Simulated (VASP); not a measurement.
# SnO (P4/nmm) in VASP: a series of runs

SnO is run at these levels: PBE, PBEsol; tasks: single point.

Program: VASP 6.6.1. These are calculated values, not measurements. Logs are shortened: lines on timing, memory, paths and dates and some standing lists are left out, and cuts for length are marked.

**1. The cell of the first run**

It takes space group P4/nmm (No. 129, tetragonal). Conventional cell: a = 3.840 Å, b = 3.840 Å, c = 4.783 Å, α = 90.00°, β = 90.00°, γ = 90.00°. Within 3.0 Å of Sn (site symmetry 4mm) lie 4 O at 2.24 Å. Within 3.0 Å of O (site symmetry -4m2) lie 4 Sn at 2.24 Å and 4 O at 2.71 Å.

**2. Single point, PBE**

INCAR

```
ALGO = Normal
EDIFF = 1E-6
ENCUT = 520
GGA = PE
ISIF = 2
ISMEAR = -1
LASPH = True
LCHARG = True
LELF = True
LREAL = False
LVHAR = True
LWAVE = False
NBANDS = 28
NELM = 100
PREC = Accurate
SIGMA = 0.05
```

KPOINTS

```
k-points
0
Gamma
  7 7 6
```

POSCAR

```
SnO
1.0
    3.8395730011      0.0000000000      0.0000000000
    0.0000000000      3.8395730011      0.0000000000
    0.0000000000      0.0000000000      4.7825085140
Sn O
2 2
Direct
    0.5000000000      0.0000000000      0.7579456111
    0.0000000000      0.5000000000      0.2420543889
    0.0000000000      0.0000000000      0.0000000000
    0.5000000000      0.5000000000      0.0000000000
```

Potentials or basis: VASP PAW PBE potentials, release 64 (Sn_d, O).

Launch:

```sh
$ cat potpaw_PBE.64/Sn_d/POTCAR potpaw_PBE.64/O/POTCAR > POTCAR
$ mpirun -np 1 vasp_std > vasp.out
```

OUTCAR:

```text
EDIFF = 1E-6
   ENCUT = 520
   GGA = PE
   ISIF = 2
   ISMEAR = -1
   LASPH = True
   LREAL = False
   NELM = 100
   PREC = Accurate

 ion  position               nearest neighbor table
   1  0.500  0.000  0.758-   3 2.24   4 2.24   4 2.24   3 2.24   2 3.57   2 3.57   2 3.57   2 3.57
                             2 3.67   2 3.67   2 3.67   2 3.67
   2  0.000  0.500  0.242-   3 2.24   4 2.24   3 2.24   4 2.24   1 3.57   1 3.57   1 3.57   1 3.57
                             1 3.67   1 3.67   1 3.67   1 3.67
   3  0.000  0.000  0.000-   1 2.24   2 2.24   2 2.24   1 2.24
   4  0.500  0.500  0.000-   1 2.24   2 2.24   1 2.24   2 2.24

  LATTYP: Found a simple tetragonal cell.
 ALAT       =     3.8395730011
 C/A-ratio  =     1.2455834314

  Lattice vectors:

 A1 = (   3.8395730011,   0.0000000000,   0.0000000000)
 A2 = (   0.0000000000,   3.8395730011,   0.0000000000)
 A3 = (   0.0000000000,   0.0000000000,   4.7825085140)

Analysis of symmetry for initial positions (statically):
=====================================================================
 Subroutine PRICEL returns:
 Original cell was already a primitive cell.

 Routine SETGRP: Setting up the symmetry group for a
 simple tetragonal supercell.

 Subroutine GETGRP returns: Found 16 space group operations
 (whereof  8 operations were pure point group operations)
 out of a pool of 16 trial point group operations.

The static configuration has the point symmetry D_2d.
 The point group associated with its full space group is D_4h.

Analysis of symmetry for dynamics (positions and initial velocities):
=====================================================================
 Subroutine PRICEL returns:
 Original cell was already a primitive cell.

 Routine SETGRP: Setting up the symmetry group for a
 simple tetragonal supercell.

 Subroutine GETGRP returns: Found 16 space group operations
 (whereof  8 operations were pure point group operations)
 out of a pool of 16 trial point group operations.

The dynamic configuration has the point symmetry D_2d.
 The point group associated with its full space group is D_4h.

 Subroutine INISYM returns: Found 16 space group operations
 (whereof  8 operations are pure point group operations),
 and found     1 'primitive' translations

----------------------------------------------------------------------------------------

[... 89 lines left out ...]
   ICHARG =      2    charge: 1-file 2-atom 10-const
   ISPIN  =      1    spin polarized calculation?
   LNONCOLLINEAR =      F non collinear calculations
   LSORBIT =      F    spin-orbit coupling
   LASPH  =      T    aspherical Exc in radial PAW
   ENCUT  =  520.0 eV  38.22 Ry    6.18 a.u.   7.14  7.14  8.89*2*pi/ulx,y,z
   NELM   =    100;   NELMIN=  2; NELMDL= -5     # of ELM steps
   EDIFF  = 0.1E-05   stopping-criterion for ELM
   LREAL  =      F    real-space projection
   EDIFFG = 0.1E-04   stopping-criterion for IOM
   NSW    =      0    number of steps for IOM
   IBRION =     -1    ionic relax: 0-MD 1-quasi-New 2-CG
   NFREE  =      0    steps in history (QN), initial steepest desc. (CG)
   ISIF   =      2    stress and relaxation
   ISYM   =      2    0-nonsym 1-usesym 2-fastsym
   POTIM  = 0.5000    time-step for ionic-motion
   TEBEG  =    0.0;   TEEND  =   0.0 temperature during run
   PSTRESS=    0.0 pullay stress
   NELECT =      40.0000    total number of electrons
   NUPDOWN=      -1.0000    fix difference up-down
   EMIN   =  10.00;   EMAX   =-10.00  energy-range for DOS
   EFERMI =   0.00;   METHOD = LEGACY
   ISMEAR =    -1;   SIGMA  =   0.05  broadening in eV -4-tet -1-fermi 0-gaus
   EFERMI_NEDOS =   21; number of points for ismear=-14 and -15
   IALGO  =     38    algorithm
   IMIX   =      4    mixing-type and parameters
     AMIX     =   0.40;   BMIX     =  1.00
     AMIX_MAG =   1.60;   BMIX_MAG =  1.00
  volume/ion in A,a.u.               =      17.63       118.95
  Fermi-wavevector in a.u.,A,eV,Ry     =   1.355255  2.561060 24.990033  1.836716
  Thomas-Fermi vector in A             =   2.482358
   LORBIT       =      0    0 simple, 1 ext, 2 COOP (PROOUT), +10 PAW based schemes
   GGA     = PE    functional components
   LHFCALC =     F    Hartree Fock is set to
   AEXX    =    0.0000 exact exchange contribution
   IVDW    =     0    specifies the selected vdW correction
   LEPSILON=     F    determine dielectric tensor
   LRPA    =     F    only Hartree local field effects (RPA)
 non-spin polarized calculation
  energy-cutoff  :      520.00
  volume of cell :       70.51
 maximum number of plane-waves:      1914
 NGX is ok and might be reduce to    30
   NGX = 15   NGY = 15   NGZ = 17

 number of electron      40.0000007 magnetization

 Free energy of the ion-electron system (eV)
  ---------------------------------------------------
  ext. energy  EPLUGINS =         0.00000000
  ---------------------------------------------------
  free energy    TOTEN  =       -22.69509386 eV

  energy without entropy =      -22.69445392  energy(sigma->0) =      -22.69477389

 E-fermi :   7.1543     XC(G=0): -10.2404

 val. band max:        7.0129098405   @ k =   0.0000   0.0000   0.0000
 cond. band min:       7.2967384916   @ k =   0.4286   0.4286   0.0000
 fundamental gap:      0.2838286511
 Fermi energy:         7.1543026563

 k-point     1 :       0.0000    0.0000    0.0000
  band No.  band energies     occupation
      1     -14.8958      2.00000
      2     -14.5038      2.00000
      3     -14.5038      2.00000
      4     -14.4959      2.00000
      5     -14.4651      2.00000
      6     -14.4560      2.00000
[... 733 lines left out ...]
     27      15.8309      0.00000
     28      16.6244      0.00000

 [... further k-points ...]
[... 5 lines left out ...]
  --------------------------------------------------------------------------------------
  -------------------------------------------------------------------------------------
  Total        0.9712724      0.9712724      0.9727192      0.0000000      0.0000000      0.0000000
  in kB       22.0714076     22.0714076     22.1042837      0.0000000      0.0000000      0.0000000
  external PRESSURE =      22.0823663 kB  Pullay stress =       0.0000000 kB

 VOLUME and BASIS-vectors are now :
 -----------------------------------------------------------------------------
  energy-cutoff  :      520.00
  volume of cell :       70.51
      direct lattice vectors                 reciprocal lattice vectors
     3.839573001  0.000000000  0.000000000     0.260445628  0.000000000  0.000000000
     0.000000000  3.839573001  0.000000000     0.000000000  0.260445628  0.000000000
     0.000000000  0.000000000  4.782508514     0.000000000  0.000000000  0.209095289

 POSITION                                       TOTAL-FORCE (eV/Angst)
 -----------------------------------------------------------------------------------
      1.91979      0.00000      3.62488         0.000000      0.000000     -0.080367
      0.00000      1.91979      1.15763         0.000000      0.000000      0.080367
      0.00000      0.00000      0.00000         0.000000     -0.000000      0.000000
      1.91979      1.91979      0.00000         0.000000      0.000000      0.000000
 -----------------------------------------------------------------------------------
    total drift:                                0.000000      0.000000      0.000000

  FREE ENERGIE OF THE ION-ELECTRON SYSTEM (eV)
  ---------------------------------------------------
  free  energy   TOTEN  =       -22.6950938584 eV

  energy  without entropy=      -22.6944539176  energy(sigma->0) =      -22.69477389
```

OSZICAR:

```text
N       E                     dE             d eps       ncg     rms          rms(c)
DAV:   1     0.418916261004E+03    0.41892E+03   -0.19848E+04  2324   0.217E+03
DAV:   2     0.370887922140E+02   -0.38183E+03   -0.36650E+03  2312   0.547E+02
DAV:   3    -0.235148152730E+02   -0.60604E+02   -0.59594E+02  2604   0.180E+02
DAV:   4    -0.263384252876E+02   -0.28236E+01   -0.28105E+01  2540   0.420E+01
DAV:   5    -0.264064034629E+02   -0.67978E-01   -0.67971E-01  2468   0.704E+00    0.117E+01
DAV:   6    -0.227358446019E+02    0.36706E+01   -0.17092E+01  3604   0.452E+01    0.502E+00
DAV:   7    -0.227146853016E+02    0.21159E-01   -0.21049E+00  2664   0.867E+00    0.247E+00
DAV:   8    -0.227016213878E+02    0.13064E-01   -0.28826E-01  2692   0.356E+00    0.806E-01
DAV:   9    -0.226941803293E+02    0.74411E-02   -0.46343E-02  3576   0.216E+00    0.239E-01
DAV:  10    -0.226954662240E+02   -0.12859E-02   -0.75274E-03  3096   0.781E-01    0.147E-01
DAV:  11    -0.226950660870E+02    0.40014E-03   -0.21428E-03  3424   0.416E-01    0.203E-02
DAV:  12    -0.226950982009E+02   -0.32114E-04   -0.26385E-04  2300   0.949E-02    0.298E-02
DAV:  13    -0.226950941874E+02    0.40135E-05   -0.25686E-05  2840   0.443E-02    0.400E-03
DAV:  14    -0.226950938584E+02    0.32897E-06   -0.32165E-06  2420   0.111E-02
   1 F= -.22695094E+02 E0= -.22694774E+02  d E =-.639941E-03
```

Run time: 37 s. Hardware: 1 thread of AMD EPYC 9R45 (Zen 5), shared host; peak memory 0.18 GiB.

Results:

| Quantity | Value |
| --- | --- |
| Free energy | -22.6951 eV |
| Pressure | 2.2 GPa |
| Largest force | 0.080 eV/Å |
| Band gap on the k mesh | 0.28 eV, indirect (least direct gap 2.00 eV) |

Forces on the atoms (eV/Å):
```
Sn   0.000  0.000 -0.080
Sn   0.000  0.000  0.080
O    0.000  0.000  0.000
O    0.000  0.000  0.000
```

Caveat: spin-orbit coupling is left out, which moves the levels of the heavy elements.

**3. Single point, PBE**

This run uses another cell than the first one, of 18.95 Å³/atom, 1.075 times its volume.

INCAR

```
SYSTEM = SnO
  ALGO = Normal
  EDIFF = 1E-6
  ENCUT = 520
  GGA = PE
  ISIF = 2
  ISMEAR = -1
  LASPH = .TRUE.
  LCHARG = .FALSE.
  LREAL = .FALSE.
  LWAVE = .FALSE.
  NBANDS = 28
  NELM = 80
  PREC = Accurate
  SIGMA = 0.05
```

KPOINTS

```
k-points
0
G
  7 7 6
  0 0 0
```

POSCAR

```
SnO
1.0
    3.8682795949      0.0000000000      0.0000000000
    0.0000000000      3.8682795949      0.0000000000
    0.0000000000      0.0000000000      5.0665285953
Sn O
2 2
Direct
    0.5000000000      0.0000000000      0.7712320559
    0.0000000000      0.5000000000      0.2287679441
    0.0000000000      0.0000000000      0.0000000000
    0.5000000000      0.5000000000      0.0000000000
```

Potentials or basis: VASP PAW PBE potentials, release 64 (Sn_d, O).

Launch:

```sh
$ cat potpaw_PBE.64/Sn_d/POTCAR potpaw_PBE.64/O/POTCAR > POTCAR
$ mpirun -np 1 vasp_std > vasp.out
```

It took 40 s on 1 thread of AMD EPYC 9R45 (Zen 5), shared host; peak memory 0.19 GiB.

It converged, with:

* Free energy: -22.7260 eV
* Pressure: 0.2 GPa
* Largest force: 0.076 eV/Å
* Band gap on the k mesh: 0.72 eV, indirect (least direct gap 1.91 eV)

Forces on the atoms (eV/Å):
```
Sn   0.000  0.000 -0.076
Sn   0.000  0.000  0.076
O    0.000  0.000  0.000
O    0.000  0.000  0.000
```

Levels at points of the mesh, in eV from the valence-band top:
| k point | band 18 | band 19 | band 20 | band 21 | band 22 | band 23 |
| --- | --- | --- | --- | --- | --- | --- |
| (0.00, 0.00, 0.00) | -2.88 | -2.88 | 0.00 | 1.91 | 4.07 | 4.92 |
| (0.00, 0.00, 0.50) | -2.90 | -2.90 | -1.94 | 1.72 | 3.31 | 3.31 |

Caveat: spin-orbit coupling is left out, which moves the levels of the heavy elements. A k mesh can miss the band edges.

**4. Single point, PBEsol**

This run uses another cell than the first one, of 17.77 Å³/atom, 1.008 times its volume.

INCAR

```
PREC     = Accurate       # precision mode
ENCUT    = 520            # plane-wave cutoff, eV
EDIFF    = 1E-6           # SCF threshold, eV
ISMEAR   = -1             # smearing method
SIGMA    = 0.05           # smearing width, eV
LREAL    = F              # projectors in reciprocal space
LASPH    = T              # aspherical terms in the spheres
NELM     = 80             # most SCF steps
ALGO     = Normal         # electronic algorithm
ISIF     = 2              # what is computed and relaxed
LWAVE    = F              # write WAVECAR
LCHARG   = T              # write CHGCAR
GGA      = PS             # functional
LELF     = T              # ELF
LVHAR    = T            
NBANDS   = 28             # bands
```

KPOINTS

```
Automatic mesh
0
Gamma
  5 5 4
```

POSCAR

```
SnO
1.0
    3.8136952200      0.0000000000      0.0000000000
    0.0000000000      3.8136952200      0.0000000000
    0.0000000000      0.0000000000      4.8869133000
Sn O
2 2
Direct
    0.5000000000      0.0000000000      0.7646261400
    0.0000000000      0.5000000000      0.2353738600
    0.0000000000      0.0000000000      0.0000000000
    0.5000000000      0.5000000000      0.0000000000
```

Launch:

```sh
$ cat potpaw_PBE.64/Sn_d/POTCAR potpaw_PBE.64/O/POTCAR > POTCAR
$ mpirun -np 1 vasp_std > vasp.out
```

Wall time 20 s (1 thread of Intel Xeon Platinum 8488C (Sapphire Rapids), shared host); peak memory 0.18 GiB.

The run converged. Its results:

```yaml
Free_energy: -24.2053 eV
Pressure: -0.3 GPa
Largest_force: 0.154 eV/Å
Band_gap_on_the_k_mesh: 0.55 eV, indirect (least direct gap 1.99 eV)
```

Forces on the atoms (eV/Å):
```
Sn   0.000  0.000 -0.154
Sn   0.000  0.000  0.154
O    0.000  0.000  0.000
O    0.000  0.000  0.000
```

Stress tensor (GPa, compression positive):
```
-0.23  0.00  0.00
 0.00 -0.23  0.00
 0.00  0.00 -0.33
```

Levels at points of the mesh, in eV from the valence-band top:
```tsv
k point	band 18	band 19	band 20	band 21	band 22	band 23
(0.00, 0.00, 0.00)	-3.15	-3.15	0.00	1.99	4.18	4.75
(0.00, 0.00, 0.50)	-3.17	-3.17	-2.17	1.58	3.01	3.01
```

Caveat: the PAW data sets were made with another functional, which shifts forces and pressure a little; spin-orbit coupling is left out, which moves the levels of the heavy elements. A hybrid or GW would open this gap; PBEsol tends to underestimate it.

**5. Single point, PBE**

This run uses another cell than the first one, of 17.77 Å³/atom, 1.008 times its volume.

INCAR

```
SYSTEM = SnO
PREC = Accurate
ENCUT = 520
EDIFF = 1E-6
ISMEAR = -1
SIGMA = 0.05
LREAL = .FALSE.
LASPH = .TRUE.
NELM = 80
ALGO = Normal
ISIF = 2
LWAVE = .FALSE.
LCHARG = .FALSE.
GGA = PE
NBANDS = 28
```

KPOINTS

```
regular mesh
0
G
  7 7 6
  0 0 0
```

POSCAR is that of step 4.

Potentials or basis: VASP PAW PBE potentials, release 64 (Sn_d, O).

Launch:

```sh
$ cat potpaw_PBE.64/Sn_d/POTCAR potpaw_PBE.64/O/POTCAR > POTCAR
$ mpirun -np 1 vasp_std > vasp.out
```

OUTCAR:

```text
SYSTEM = SnO
   PREC = Accurate
   ENCUT = 520
   EDIFF = 1E-6
   ISMEAR = -1
   LREAL = .FALSE.
   LASPH = .TRUE.
   NELM = 80
   ISIF = 2
   GGA = PE

 ion  position               nearest neighbor table
   1  0.500  0.000  0.765-   3 2.23   4 2.23   4 2.23   3 2.23   2 3.54   2 3.54   2 3.54   2 3.54
                             2 3.74   2 3.74   2 3.74   2 3.74
   2  0.000  0.500  0.235-   3 2.23   4 2.23   3 2.23   4 2.23   1 3.54   1 3.54   1 3.54   1 3.54
                             1 3.74   1 3.74   1 3.74   1 3.74
   3  0.000  0.000  0.000-   1 2.23   2 2.23   2 2.23   1 2.23
   4  0.500  0.500  0.000-   1 2.23   2 2.23   1 2.23   2 2.23

[... 947 lines left out ...]
  -------------------------------------------------------------------------------------
  Total        1.8339460      1.8339460      1.4276382      0.0000000      0.0000000      0.0000000
  in kB       41.3400060     41.3400060     32.1811927      0.0000000      0.0000000      0.0000000
  external PRESSURE =      38.2870682 kB  Pullay stress =       0.0000000 kB

 VOLUME and BASIS-vectors are now :
 -----------------------------------------------------------------------------
  energy-cutoff  :      520.00
  volume of cell :       71.08
      direct lattice vectors                 reciprocal lattice vectors
     3.813695220  0.000000000  0.000000000     0.262212878  0.000000000  0.000000000
     0.000000000  3.813695220  0.000000000     0.000000000  0.262212878  0.000000000
     0.000000000  0.000000000  4.886913300     0.000000000  0.000000000  0.204628144

 POSITION                                       TOTAL-FORCE (eV/Angst)
 -----------------------------------------------------------------------------------
      1.90685      0.00000      3.73666         0.000000      0.000000     -0.456581
      0.00000      1.90685      1.15025        -0.000000      0.000000      0.456581
      0.00000      0.00000      0.00000         0.000000      0.000000     -0.000000
      1.90685      1.90685      0.00000         0.000000     -0.000000     -0.000000
 -----------------------------------------------------------------------------------
    total drift:                                0.000000      0.000000      0.000000

  FREE ENERGIE OF THE ION-ELECTRON SYSTEM (eV)
  ---------------------------------------------------
  free  energy   TOTEN  =       -22.6852840446 eV

  energy  without entropy=      -22.6849997935  energy(sigma->0) =      -22.68514192
```

stdout:

```text
POSCAR found type information on POSCAR SnO
 POSCAR found :  2 types and       4 ions
 scaLAPACK will be used
 LDA part: xc-table for (Slater+PW92), standard interpolation
 POSCAR, INCAR and KPOINTS ok, starting setup
 FFT: planning ... GRIDC
 FFT: planning ... GRID_SOFT
 FFT: planning ... GRID
 WAVECAR not read
 entering main loop
```

It took 26 s on 1 thread of Intel Xeon 6975P-C (Granite Rapids), shared host; peak memory 0.2 GiB.

Results:

| Quantity | Value |
| --- | --- |
| Free energy | -22.6853 eV |
| Pressure | 3.8 GPa |
| Largest force | 0.457 eV/Å |
| Band gap on the k mesh | 0.38 eV, indirect (least direct gap 2.05 eV) |

Forces on the atoms (eV/Å):
```
Sn   0.000  0.000 -0.457
Sn   0.000  0.000  0.457
O    0.000  0.000  0.000
O    0.000  0.000  0.000
```

Levels at points of the mesh, in eV from the valence-band top:
```
           k point  band 18  band 19  band 20  band 21  band 22  band 23
(0.00, 0.00, 0.00)    -3.18    -3.18     0.00     2.05     4.27     4.74
(0.00, 0.00, 0.50)    -3.19    -3.19    -2.21     1.68     3.04     3.04
```

Caveat: spin-orbit coupling is left out, which moves the levels of the heavy elements.

**6. Summary**

```tsv
level	cell	k mesh	gap on the mesh (eV)	pressure (GPa)	largest force (eV/Å)
PBE	a = 3.840, b = 3.840, c = 4.783 Å, 4 atoms	7 × 7 × 6	0.28	2.2	0.08
PBE	a = 3.868, b = 3.868, c = 5.067 Å, 4 atoms	7 × 7 × 6	0.72	0.2	0.08
PBEsol	a = 3.814, b = 3.814, c = 4.887 Å, 4 atoms	5 × 5 × 4	0.55	-0.3	0.15
PBE	a = 3.814, b = 3.814, c = 4.887 Å, 4 atoms	7 × 7 × 6	0.38	3.8	0.46
```

Alike in all rows: task single point; potentials or basis VASP PAW PBE potentials, release 64 (Sn_d, O); no spin polarisation; cutoff (eV) 520; smearing fermi-dirac 0.05 eV.

Caveats: spin-orbit coupling is left out, which moves the levels of the heavy elements; the PAW data sets were made with another functional, which shifts forces and pressure a little (some runs).

Total energies depend on the potentials used, so only differences within one code and one set of settings carry meaning.
